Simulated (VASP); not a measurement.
# Cs (Pmmm) in VASP: single point with r2SCAN

Aim: the single point of Cs with r2SCAN.

Program: VASP 6.6.1. These are calculated values, not measurements. Logs are shortened: lines on timing, memory, paths and dates and some standing lists are left out, and cuts for length are marked.

**1. The cell of the first run**

Symmetry: Pmmm, No. 47, orthorhombic system. The conventional cell has a = 9.000 Å, b = 9.500 Å, c = 10.000 Å, α = 90.00°, β = 90.00°, γ = 90.00°.

**2. Single point, r2SCAN, collinear spin**

POSCAR

```
Cs
1.0
    9.0000000000      0.0000000000      0.0000000000
    0.0000000000      9.5000000000      0.0000000000
    0.0000000000      0.0000000000     10.0000000000
Cs
1
Direct
    0.5000000000      0.5000000000      0.5000000000
```

INCAR.step1

```
PREC = Accurate
ENCUT = 550
ISMEAR = -1
SIGMA = 0.01
LREAL = F
LASPH = T
NELM = 300
ISPIN = 2
MAGMOM = 1
NBANDS = 14
GGA = PE
ALGO = All
EDIFF = 1E-5
LWAVE = T
LCHARG = F
GGA_COMPAT = F
ISEARCH = 1
```

INCAR.step2

```
PREC = Accurate
ENCUT = 550
EDIFF = 1E-6
ISMEAR = -1
SIGMA = 0.01
LREAL = F
LASPH = T
NELM = 300
ALGO = All
ISIF = 2
LWAVE = F
LCHARG = F
ISPIN = 2
MAGMOM = 1
LORBIT = 11
METAGGA = R2SCAN
LMIXTAU = T
NBANDS = 14
ISTART = 1
GGA_COMPAT = F
ISEARCH = 1
```

KPOINTS

```
regular mesh
0
Gamma
  1 1 1
```

Potentials or basis: VASP PAW PBE potentials, release 64 (Cs_sv).

Command:

```sh
> cat potpaw_PBE.64/Cs_sv/POTCAR > POTCAR
> cp INCAR.step1 INCAR
> mpirun -np 4 vasp_gam > vasp.out
> cp INCAR.step2 INCAR
> mpirun -np 4 vasp_gam > vasp.out
```

OUTCAR:

```text
PREC = Accurate
   ENCUT = 550
   EDIFF = 1E-6
   ISMEAR = -1
   LREAL = F
   LASPH = T
   NELM = 300
   ISIF = 2
   ISPIN = 2
   LORBIT = 11
   METAGGA = R2SCAN
   ISTART = 1

 ion  position               nearest neighbor table
   1  0.500  0.500  0.500-

  LATTYP: Found a simple orthorhombic cell.
 ALAT       =     9.0000000000
 B/A-ratio  =     1.0555555556
 C/A-ratio  =     1.1111111111

  Lattice vectors:

 A1 = (   9.0000000000,   0.0000000000,   0.0000000000)
 A2 = (   0.0000000000,   9.5000000000,   0.0000000000)
 A3 = (   0.0000000000,   0.0000000000,  10.0000000000)

Analysis of symmetry for initial positions (statically):
=====================================================================
 Subroutine PRICEL returns:
 Original cell was already a primitive cell.

 Routine SETGRP: Setting up the symmetry group for a
 simple orthorhombic supercell.

 Subroutine GETGRP returns: Found  8 space group operations
 (whereof  8 operations were pure point group operations)
 out of a pool of  8 trial point group operations.

The static configuration has the point symmetry D_2h.

Analysis of symmetry for dynamics (positions and initial velocities):
=====================================================================
 Subroutine PRICEL returns:
 Original cell was already a primitive cell.

 Routine SETGRP: Setting up the symmetry group for a
 simple orthorhombic supercell.

 Subroutine GETGRP returns: Found  8 space group operations
 (whereof  8 operations were pure point group operations)
 out of a pool of  8 trial point group operations.

The dynamic configuration has the point symmetry D_2h.

Analysis of structural, dynamic, and magnetic symmetry:
=====================================================================
 Subroutine PRICEL returns:
 Original cell was already a primitive cell.

 Routine SETGRP: Setting up the symmetry group for a
 simple orthorhombic supercell.

 Subroutine GETGRP returns: Found  8 space group operations
 (whereof  8 operations were pure point group operations)
 out of a pool of  8 trial point group operations.

The overall configuration has the point symmetry D_2h.

 Subroutine INISYM returns: Found  8 space group operations
 (whereof  8 operations are pure point group operations),
 and found     1 'primitive' translations

----------------------------------------------------------------------------------------

                                     Primitive cell

  volume of cell :     855.0000

  direct lattice vectors                    reciprocal lattice vectors
     9.000000000  0.000000000  0.000000000     0.111111111  0.000000000  0.000000000
     0.000000000  9.500000000  0.000000000     0.000000000  0.105263158  0.000000000
     0.000000000  0.000000000 10.000000000     0.000000000  0.000000000  0.100000000

  length of vectors
     9.000000000  9.500000000 10.000000000     0.111111111  0.105263158  0.100000000

  position of ions in fractional coordinates (direct lattice)
     0.500000000  0.500000000  0.500000000

  ion indices of the primitive-cell ions
   primitive index   ion index
                 1           1

----------------------------------------------------------------------------------------

 KPOINTS: regular mesh

Automatic generation of k-mesh.
 Grid dimensions read from file:
 generate k-points for:    1    1    1

 Generating k-lattice:

  Cartesian coordinates                     Fractional coordinates (reciprocal lattice)
     0.111111111  0.000000000  0.000000000     1.000000000  0.000000000  0.000000000
     0.000000000  0.105263158  0.000000000     0.000000000  1.000000000  0.000000000
     0.000000000  0.000000000  0.100000000     0.000000000  0.000000000  1.000000000

  Length of vectors
     0.111111111  0.105263158  0.100000000

  Shift w.r.t. Gamma in fractional coordinates (k-lattice)
     0.000000000  0.000000000  0.000000000

 Subroutine IBZKPT returns following result:
 ===========================================

 Found      1 irreducible k-points:

 Following reciprocal coordinates:
            Coordinates               Weight
  0.000000  0.000000  0.000000      1.000000
   k-points           NKPTS =      1   k-points in BZ     NKDIM =      1   number of bands    NBANDS=     16
   number of dos      NEDOS =    301   number of ions     NIONS =      1
   total plane-waves  NPLWV = 448000
   dimension x,y,z NGX =    70 NGY =   80 NGZ =   80
   dimension x,y,z NGXF=   140 NGYF=  160 NGZF=  160
   ions per type =               1
   NGX,Y,Z   is equivalent  to a cutoff of  12.93, 14.00, 13.30 a.u.
   NGXF,Y,Z  is equivalent  to a cutoff of  25.86, 28.00, 26.60 a.u.
 SYSTEM =  unknown system
   PREC   = accura    normal or accurate (medium, high low for compatibility)
   ISTART =      1    job   : 0-new  1-cont  2-samecut
   ICHARG =      0    charge: 1-file 2-atom 10-const
   ISPIN  =      2    spin polarized calculation?
   LNONCOLLINEAR =      F non collinear calculations
   LSORBIT =      F    spin-orbit coupling
   LASPH  =      T    aspherical Exc in radial PAW
   ENCUT  =  550.0 eV  40.42 Ry    6.36 a.u.  17.21 18.17 19.12*2*pi/ulx,y,z
   NELM   =    300;   NELMIN=  2; NELMDL=  0     # of ELM steps
   EDIFF  = 0.1E-05   stopping-criterion for ELM
   LREAL  =      F    real-space projection
   EDIFFG = 0.1E-04   stopping-criterion for IOM
   NSW    =      0    number of steps for IOM
[... 5 lines left out ...]
   TEBEG  =    0.0;   TEEND  =   0.0 temperature during run
   PSTRESS=    0.0 pullay stress
   NELECT =       9.0000    total number of electrons
   NUPDOWN=      -1.0000    fix difference up-down
   EMIN   =  10.00;   EMAX   =-10.00  energy-range for DOS
   EFERMI =   0.00;   METHOD = LEGACY
   ISMEAR =    -1;   SIGMA  =   0.01  broadening in eV -4-tet -1-fermi 0-gaus
   EFERMI_NEDOS =   21; number of points for ismear=-14 and -15
   IALGO  =     58    algorithm
   IMIX   =      4    mixing-type and parameters
     AMIX     =   0.40;   BMIX     =  1.00
     AMIX_MAG =   1.60;   BMIX_MAG =  1.00
  volume/ion in A,a.u.               =     855.00      5769.82
  Fermi-wavevector in a.u.,A,eV,Ry     =   0.358784  0.678004  1.751428  0.128726
  Thomas-Fermi vector in A             =   1.277235
   LORBIT       =     11    0 simple, 1 ext, 2 COOP (PROOUT), +10 PAW based schemes
   METAGGA = R2SCAN    functional components
   LHFCALC =     F    Hartree Fock is set to
   AEXX    =    0.0000 exact exchange contribution
   IVDW    =     0    specifies the selected vdW correction
   LEPSILON=     F    determine dielectric tensor
   LRPA    =     F    only Hartree local field effects (RPA)
 spin polarized calculation
  energy-cutoff  :      550.00
  volume of cell :      855.00
 maximum number of plane-waves:     12519
 NGX is ok and might be reduce to    70
   NGX = 35   NGY = 37   NGZ = 39

 number of electron       8.9999999 magnetization       0.9999540

 Free energy of the ion-electron system (eV)
  ---------------------------------------------------
  ext. energy  EPLUGINS =         0.00000000
  ---------------------------------------------------
  free energy    TOTEN  =       -24.58471761 eV

  energy without entropy =      -24.58471241  energy(sigma->0) =      -24.58471501

 E-fermi :  -2.0612     XC(G=0):  -2.2641

 val. band max:       -2.1680708956   @ k =   0.0000   0.0000   0.0000
 cond. band min:      -1.6988808608   @ k =   0.0000   0.0000   0.0000
 fundamental gap:      0.4691900348
 Fermi energy:        -2.0612395148

 spin component 1

 k-point     1 :       0.0000    0.0000    0.0000
  band No.  band energies     occupation
      1     -27.4608      1.00000
      2     -13.8700      1.00000
      3     -13.8635      1.00000
      4     -13.8542      1.00000
      5      -2.1681      0.99998
      6      -0.4253      0.00000
[... 8 lines left out ...]
     15       1.3052      0.00000
     16       1.3337      0.00000
 Fermi energy:        -2.0612395148

 spin component 2

 k-point     1 :       0.0000    0.0000    0.0000
  band No.  band energies     occupation
      1     -27.4330      1.00000
      2     -13.8390      1.00000
      3     -13.8321      1.00000
      4     -13.8219      1.00000
      5      -1.6989      0.00002
      6      -1.5967      0.00000
[... 8 lines left out ...]
     15       0.0497      0.00000
     16       0.1630      0.00000

------------------------ aborting loop because EDIFF is reached ----------------------------------------

  FORCE on cell =-STRESS in cart. coord.  units (eV):
  Direction    XX          YY          ZZ          XY          YZ          ZX
  --------------------------------------------------------------------------------------
  -------------------------------------------------------------------------------------
  Total       -0.6661332     -0.5074921     -0.3804070      0.0000000      0.0000000      0.0000000
  in kB       -1.2482614     -0.9509853     -0.7128415      0.0000000      0.0000000      0.0000000
  external PRESSURE =      -0.9706961 kB  Pullay stress =       0.0000000 kB

 VOLUME and BASIS-vectors are now :
 -----------------------------------------------------------------------------
  energy-cutoff  :      550.00
  volume of cell :      855.00
      direct lattice vectors                 reciprocal lattice vectors
     9.000000000  0.000000000  0.000000000     0.111111111  0.000000000  0.000000000
     0.000000000  9.500000000  0.000000000     0.000000000  0.105263158  0.000000000
     0.000000000  0.000000000 10.000000000     0.000000000  0.000000000  0.100000000

 POSITION                                       TOTAL-FORCE (eV/Angst)
 -----------------------------------------------------------------------------------
      4.50000      4.75000      5.00000         0.000000      0.000000      0.000000
 -----------------------------------------------------------------------------------
    total drift:                                0.000000     -0.000000     -0.000000

  FREE ENERGIE OF THE ION-ELECTRON SYSTEM (eV)
  ---------------------------------------------------
  free  energy   TOTEN  =       -24.5847176103 eV

  energy  without entropy=      -24.5847122373  energy(sigma->0) =      -24.58471492

 total charge

# of ion       s       p       d       tot
------------------------------------------
    1        1.864   4.698   0.000   6.563

 magnetization (x)

# of ion       s       p       d       tot
------------------------------------------
    1        0.028  -0.008   0.000   0.019
```

Run time: 12 min. Hardware: 4 MPI ranks of AMD EPYC 7R13 (Zen 3), shared host; peak memory 0.53 GiB.

Results:

```yaml
Free_energy: -24.5847 eV
Pressure: -0.1 GPa
Net_moment: 1.00 μB per cell
Valence_electrons_inside_the_program's_atomic_spheres: Cs 6.56
```

Caveat: the nearest neighbours stand farther apart than a usual bond; the PAW data sets were made with another functional, which shifts forces and pressure a little; spin-orbit coupling is left out, which moves the levels of the heavy elements.
